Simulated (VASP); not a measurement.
# Rh (P6_3/mmc) in VASP: notebook

Rh is run at these levels: PBEsol; tasks: single point.

Everything below comes from runs of VASP 6.6.1. Logs are shortened: lines on timing, memory, paths and dates and some standing lists are left out, and cuts for length are marked.

## (1) The cell of the first run

Symmetry: P6_3/mmc, No. 194, hexagonal system. The conventional cell has a = 2.731 Å, b = 2.731 Å, c = 4.473 Å, α = 90.00°, β = 90.00°, γ = 120.00°. Rh (site symmetry -6m2) has 12 Rh at 2.73 to 2.74 Å within 3.6 Å.

## (2) Single point, PBEsol

INCAR reads:

```
SYSTEM = Rh
  PREC = Accurate
  ENCUT = 520
  EDIFF = 1E-6
  ISMEAR = -1
  SIGMA = 0.05
  LREAL = .False.
  LASPH = .True.
  NELM = 80
  ALGO = Normal
  ISIF = 2
  LWAVE = .False.
  LCHARG = .False.
  GGA = PS
  NBANDS = 22
```

KPOINTS reads:

```
Automatic mesh
0
Gamma
  9 9 5
  0 0 0
```

POSCAR reads:

```
Rh
1.0
    2.7309790422      0.0000000000      0.0000000000
   -1.3654895211      2.3650972278      0.0000000000
    0.0000000000      0.0000000000      4.4727738900
Rh
2
Direct
    0.3333333333      0.6666666667      0.2500000000
    0.6666666667      0.3333333333      0.7500000000
```

Potentials or basis: VASP PAW PBE potentials, release 64 (Rh_pv).

Started as:

```console
$ cat potpaw_PBE.64/Rh_pv/POTCAR > POTCAR
$ mpirun -np 1 vasp_std > vasp.out
```

OUTCAR:

```text
SYSTEM = Rh
   PREC = Accurate
   ENCUT = 520
   EDIFF = 1E-6
   ISMEAR = -1
   LREAL = .False.
   LASPH = .True.
   NELM = 80
   ISIF = 2
   GGA = PS

 ion  position               nearest neighbor table
   1  0.333  0.667  0.250-   2 2.74   2 2.74   2 2.74   2 2.74   2 2.74   2 2.74
   2  0.667  0.333  0.750-   1 2.74   1 2.74   1 2.74   1 2.74   1 2.74   1 2.74

  LATTYP: Found a hexagonal cell.
 ALAT       =     2.7309790422
 C/A-ratio  =     1.6377913638

  Lattice vectors:

 A1 = (   2.7309790422,   0.0000000000,   0.0000000000)
 A2 = (  -1.3654895211,   2.3650972278,   0.0000000000)
 A3 = (   0.0000000000,   0.0000000000,   4.4727738900)

Analysis of symmetry for initial positions (statically):
=====================================================================
 Subroutine PRICEL returns:
 Original cell was already a primitive cell.

 Routine SETGRP: Setting up the symmetry group for a
 hexagonal supercell.

 Subroutine GETGRP returns: Found 24 space group operations
 (whereof 12 operations were pure point group operations)
 out of a pool of 24 trial point group operations.

The static configuration has the point symmetry D_3d.
 The point group associated with its full space group is D_6h.

Analysis of symmetry for dynamics (positions and initial velocities):
=====================================================================
 Subroutine PRICEL returns:
 Original cell was already a primitive cell.

 Routine SETGRP: Setting up the symmetry group for a
 hexagonal supercell.

 Subroutine GETGRP returns: Found 24 space group operations
 (whereof 12 operations were pure point group operations)
 out of a pool of 24 trial point group operations.

The dynamic configuration has the point symmetry D_3d.
 The point group associated with its full space group is D_6h.

 Subroutine INISYM returns: Found 24 space group operations
 (whereof 12 operations are pure point group operations),
 and found     1 'primitive' translations

----------------------------------------------------------------------------------------

                                     Primitive cell

  volume of cell :      28.8898

  direct lattice vectors                    reciprocal lattice vectors
     2.730979042  0.000000000  0.000000000     0.366169049  0.211407799  0.000000000
    -1.365489521  2.365097228  0.000000000     0.000000000  0.422815599  0.000000000
     0.000000000  0.000000000  4.472773890     0.000000000  0.000000000  0.223574906

  length of vectors
     2.730979042  2.730979042  4.472773890     0.422815599  0.422815599  0.223574906

  position of ions in fractional coordinates (direct lattice)
     0.333333333  0.666666667  0.250000000
     0.666666667  0.333333333  0.750000000

  ion indices of the primitive-cell ions
   primitive index   ion index
                 1           1
                 2           2

----------------------------------------------------------------------------------------

 KPOINTS: Automatic mesh

Automatic generation of k-mesh.
 Grid dimensions read from file:
 generate k-points for:    9    9    5

 Generating k-lattice:

  Cartesian coordinates                     Fractional coordinates (reciprocal lattice)
     0.040685450  0.023489755  0.000000000     0.111111111 -0.000000000  0.000000000
     0.000000000  0.046979511  0.000000000     0.000000000  0.111111111  0.000000000
     0.000000000  0.000000000  0.044714981     0.000000000  0.000000000  0.200000000

  Length of vectors
     0.046979511  0.046979511  0.044714981

  Shift w.r.t. Gamma in fractional coordinates (k-lattice)
     0.000000000  0.000000000  0.000000000

 Subroutine IBZKPT returns following result:
 ===========================================

 Found     36 irreducible k-points:

 Following reciprocal coordinates:
            Coordinates               Weight
  0.000000  0.000000  0.000000      1.000000
  0.111111 -0.000000  0.000000      6.000000
  0.222222 -0.000000  0.000000      6.000000
  0.333333 -0.000000  0.000000      6.000000
  0.444444 -0.000000  0.000000      6.000000
  0.111111  0.111111  0.000000      6.000000
[... 16 lines left out ...]
  0.333333  0.222222  0.200000     24.000000
  0.333333  0.333333  0.200000      4.000000
 [... further k-points ...]
   k-points           NKPTS =     36   k-points in BZ     NKDIM =     36   number of bands    NBANDS=     22
   number of dos      NEDOS =    301   number of ions     NIONS =      2
   total plane-waves  NPLWV =  14400
   dimension x,y,z NGX =    20 NGY =   20 NGZ =   36
   dimension x,y,z NGXF=    40 NGYF=   40 NGZF=   72
   ions per type =               2
   NGX,Y,Z   is equivalent  to a cutoff of  12.17, 12.17, 13.38 a.u.
   NGXF,Y,Z  is equivalent  to a cutoff of  24.35, 24.35, 26.76 a.u.
 SYSTEM =  Rh
   PREC   = accura    normal or accurate (medium, high low for compatibility)
   ISTART =      0    job   : 0-new  1-cont  2-samecut
   ICHARG =      2    charge: 1-file 2-atom 10-const
   ISPIN  =      1    spin polarized calculation?
   LNONCOLLINEAR =      F non collinear calculations
   LSORBIT =      F    spin-orbit coupling
   LASPH  =      T    aspherical Exc in radial PAW
   ENCUT  =  520.0 eV  38.22 Ry    6.18 a.u.   5.08  5.08  8.32*2*pi/ulx,y,z
   NELM   =     80;   NELMIN=  2; NELMDL= -5     # of ELM steps
   EDIFF  = 0.1E-05   stopping-criterion for ELM
   LREAL  =      F    real-space projection
   EDIFFG = 0.1E-04   stopping-criterion for IOM
   NSW    =      0    number of steps for IOM
   IBRION =     -1    ionic relax: 0-MD 1-quasi-New 2-CG
   NFREE  =      0    steps in history (QN), initial steepest desc. (CG)
   ISIF   =      2    stress and relaxation
   ISYM   =      2    0-nonsym 1-usesym 2-fastsym
   POTIM  = 0.5000    time-step for ionic-motion
   TEBEG  =    0.0;   TEEND  =   0.0 temperature during run
   PSTRESS=    0.0 pullay stress
   NELECT =      30.0000    total number of electrons
   NUPDOWN=      -1.0000    fix difference up-down
   EMIN   =  10.00;   EMAX   =-10.00  energy-range for DOS
   EFERMI =   0.00;   METHOD = LEGACY
   ISMEAR =    -1;   SIGMA  =   0.05  broadening in eV -4-tet -1-fermi 0-gaus
   EFERMI_NEDOS =   21; number of points for ismear=-14 and -15
   IALGO  =     38    algorithm
   IMIX   =      4    mixing-type and parameters
     AMIX     =   0.40;   BMIX     =  1.00
     AMIX_MAG =   1.60;   BMIX_MAG =  1.00
  volume/ion in A,a.u.               =      14.44        97.48
  Fermi-wavevector in a.u.,A,eV,Ry     =   1.657806  3.132800 37.393192  2.748322
  Thomas-Fermi vector in A             =   2.745496
   LORBIT       =      0    0 simple, 1 ext, 2 COOP (PROOUT), +10 PAW based schemes
   GGA     = PS    functional components
   LHFCALC =     F    Hartree Fock is set to
   AEXX    =    0.0000 exact exchange contribution
   IVDW    =     0    specifies the selected vdW correction
   LEPSILON=     F    determine dielectric tensor
   LRPA    =     F    only Hartree local field effects (RPA)
 non-spin polarized calculation
  energy-cutoff  :      520.00
  volume of cell :       28.89
 maximum number of plane-waves:       789
   NGX = 11   NGY = 11   NGZ = 17

 number of electron      30.0000005 magnetization

 Free energy of the ion-electron system (eV)
  ---------------------------------------------------
  ext. energy  EPLUGINS =         0.00000000
  ---------------------------------------------------
  free energy    TOTEN  =       -16.11073048 eV

  energy without entropy =      -16.08467429  energy(sigma->0) =      -16.09770238

 E-fermi :  10.9207     XC(G=0): -13.9007

 val. band max:       10.8894782193   @ k =   0.3333   0.1111   0.2000
 cond. band min:      10.9471791447   @ k =   0.2222   0.1111   0.4000
 fundamental gap:      0.0577009254
 Fermi energy:        10.9206878367

 k-point     1 :       0.0000    0.0000    0.0000
  band No.  band energies     occupation
      1     -35.9988      2.00000
      2     -35.4380      2.00000
      3     -35.4380      2.00000
      4     -35.3837      2.00000
      5     -35.3527      2.00000
      6     -35.3527      2.00000
[... 14 lines left out ...]
     21      28.7806      0.00000
     22      29.5143      0.00000

 k-point     2 :       0.1111   -0.0000    0.0000
  band No.  band energies     occupation
      1     -35.9750      2.00000
      2     -35.4941      2.00000
      3     -35.4557      2.00000
      4     -35.4105      2.00000
      5     -35.3930      2.00000
      6     -35.3622      2.00000
[... 14 lines left out ...]
     21      29.2424      0.00000
     22      29.5173      0.00000

 k-point     3 :       0.2222   -0.0000    0.0000
  band No.  band energies     occupation
      1     -35.9097      2.00000
      2     -35.6363      2.00000
      3     -35.5536      2.00000
      4     -35.4991      2.00000
      5     -35.4215      2.00000
      6     -35.3875      2.00000
[... 14 lines left out ...]
     21      28.2411      0.00000
     22      28.6414      0.00000

 k-point     4 :       0.3333   -0.0000    0.0000
  band No.  band energies     occupation
      1     -35.8209      2.00000
      2     -35.7982      2.00000
      3     -35.7110      2.00000
      4     -35.5465      2.00000
      5     -35.4682      2.00000
      6     -35.4177      2.00000
[... 14 lines left out ...]
     21      25.7060      0.00000
     22      26.6115      0.00000

 k-point     5 :       0.4444   -0.0000    0.0000
  band No.  band energies     occupation
      1     -35.9037      2.00000
      2     -35.8109      2.00000
      3     -35.7427      2.00000
      4     -35.5768      2.00000
      5     -35.5189      2.00000
      6     -35.4379      2.00000
[... 417 lines left out ...]
 k-point    22 :       0.2222    0.2222    0.2000
  band No.  band energies     occupation
      1     -35.8445      2.00000
      2     -35.7995      2.00000
      3     -35.6673      2.00000
      4     -35.6145      2.00000
      5     -35.5170      2.00000
      6     -35.4771      2.00000
[... 14 lines left out ...]
     21      23.0055      0.00000
     22      26.0938      0.00000

 k-point    23 :       0.3333    0.2222    0.2000
  band No.  band energies     occupation
      1     -35.8683      2.00000
      2     -35.8160      2.00000
      3     -35.7038      2.00000
      4     -35.6204      2.00000
      5     -35.5754      2.00000
      6     -35.5123      2.00000
[... 14 lines left out ...]
     21      22.7679      0.00000
     22      25.4218      0.00000

 k-point    24 :       0.3333    0.3333    0.2000
  band No.  band energies     occupation
      1     -35.8009      2.00000
      2     -35.7920      2.00000
      3     -35.7920      2.00000
      4     -35.6555      2.00000
      5     -35.5592      2.00000
      6     -35.5592      2.00000
[... 14 lines left out ...]
     21      22.7496      0.00000
     22      22.7496      0.00000

 [... further k-points ...]
[... 5 lines left out ...]
  --------------------------------------------------------------------------------------
  -------------------------------------------------------------------------------------
  Total       -2.6549358     -2.6549358     -3.2841188      0.0000000     -0.0000000      0.0000000
  in kB     -147.2381285   -147.2381285   -182.1315277      0.0000000     -0.0000000      0.0000000
  external PRESSURE =    -158.8692616 kB  Pullay stress =       0.0000000 kB

 VOLUME and BASIS-vectors are now :
 -----------------------------------------------------------------------------
  energy-cutoff  :      520.00
  volume of cell :       28.89
      direct lattice vectors                 reciprocal lattice vectors
     2.730979042  0.000000000  0.000000000     0.366169049  0.211407799  0.000000000
    -1.365489521  2.365097228  0.000000000     0.000000000  0.422815599  0.000000000
     0.000000000  0.000000000  4.472773890     0.000000000  0.000000000  0.223574906

 POSITION                                       TOTAL-FORCE (eV/Angst)
 -----------------------------------------------------------------------------------
     -0.00000      1.57673      1.11819        -0.000000      0.000000      0.000000
      1.36549      0.78837      3.35458         0.000000     -0.000000      0.000000
 -----------------------------------------------------------------------------------
    total drift:                               -0.000000      0.000000     -0.000000

  FREE ENERGIE OF THE ION-ELECTRON SYSTEM (eV)
  ---------------------------------------------------
  free  energy   TOTEN  =       -16.1107304824 eV

  energy  without entropy=      -16.0846742850  energy(sigma->0) =      -16.09770238
```

Wall time 16 s (1 thread of Intel Xeon Platinum 8488C (Sapphire Rapids), shared host); peak memory 0.14 GiB.

What came out:

- Free energy: -16.1107 eV
- Pressure: -15.9 GPa
- Band gap on the k mesh: zero (band 15 reaches 11.49 eV, above the bottom of band 16 at 9.57 eV)

Stress tensor (GPa, compression positive):
```
-14.72   0.00   0.00
  0.00 -14.72   0.00
  0.00   0.00 -18.21
```

Caveat: the PAW data sets were made with another functional, which shifts forces and pressure a little.

(Part 1 of 2 ends here.)
